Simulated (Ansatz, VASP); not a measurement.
## SiNi in VASP and in Ansatz

File INCAR:

```
PREC = Accurate
ENCUT = 520
EDIFF = 1E-6
ISMEAR = 0
SIGMA = 0.15
LREAL = F
LASPH = T
NELM = 60
ALGO = Normal
ISIF = 2
LWAVE = F
LCHARG = F
GGA = PS
NBANDS = 38
```

Contents of KPOINTS:

```
regular mesh
0
Gamma
  10 10 10
```

POSCAR

```
SiNi
1.0
    4.4679770072      0.0000000000      0.0000000000
    0.0000000000      4.4679770072      0.0000000000
    0.0000000000      0.0000000000      4.4679770072
Si Ni
4 4
Direct
    0.8690779513      0.8690779513      0.8690779513
    0.6309220487      0.1309220487      0.3690779513
    0.3690779513      0.6309220487      0.1309220487
    0.1309220487      0.3690779513      0.6309220487
    0.1481083823      0.1481083823      0.1481083823
    0.3518916177      0.8518916177      0.6481083823
    0.6481083823      0.3518916177      0.8518916177
    0.8518916177      0.6481083823      0.3518916177
```

Input for Ansatz:

```yaml
crystal:
  lattice:
    - [4.4679770072, 0.0, 0.0]
    - [0.0, 4.4679770072, 0.0]
    - [0.0, 0.0, 4.4679770072]
  atoms:
    - { symbol: Si, position: [0.8690779513, 0.8690779513, 0.8690779513] }
    - { symbol: Si, position: [0.6309220487, 0.1309220487, 0.3690779513] }
    - { symbol: Si, position: [0.3690779513, 0.6309220487, 0.1309220487] }
    - { symbol: Si, position: [0.1309220487, 0.3690779513, 0.6309220487] }
    - { symbol: Ni, position: [0.1481083823, 0.1481083823, 0.1481083823] }
    - { symbol: Ni, position: [0.3518916177, 0.8518916177, 0.6481083823] }
    - { symbol: Ni, position: [0.6481083823, 0.3518916177, 0.8518916177] }
    - { symbol: Ni, position: [0.8518916177, 0.6481083823, 0.3518916177] }
basis:
  ecutwfc: 420
kpoints:
  mp_grid: { grid: [10, 10, 10] }
hamiltonian:
  xc: pbesol
scf:
  occupations: { method: gaussian, width: 0.15 }
output:
  forces: true
  stress: true
  eigenvalues: true
```

Change from the starting cell: mode 21 (324.1 1/cm) frozen in, largest displacement +0.175 Å.

Alike in both runs: task single point; functional PBEsol; k mesh 10 × 10 × 10; occupations gaussian, width 0.15 eV; no spin polarisation.

```csv
,VASP,Ansatz
version,VASP 6.6.1,Ansatz 0.2.0
potentials or method,"VASP PAW PBE potentials, release 64 (Si, Ni), cutoff 520 eV","scalar-relativistic, plane waves, PAW"
valence electrons in the cell,56,88
```

|  | VASP | Ansatz | Ansatz less VASP |
| --- | --- | --- | --- |
| gap on the k mesh at the Fermi level (eV) | none | none | - |
| pressure (GPa) | 3.5 | 3.3 | -0.24 |
| rms of the force components (eV/Å) | 0.884 | 0.877 | -0.0078 |

VASP's potentials were made for PBE, not for PBEsol. Atom by atom the forces differ by 0.008 eV/Å (rms over components). A gap of «none» marks a metal or a gap that the smearing closes. VASP's potentials hold 56 valence electrons a cell and Ansatz's 88, so a difference there can come from the potentials and not from the codes.
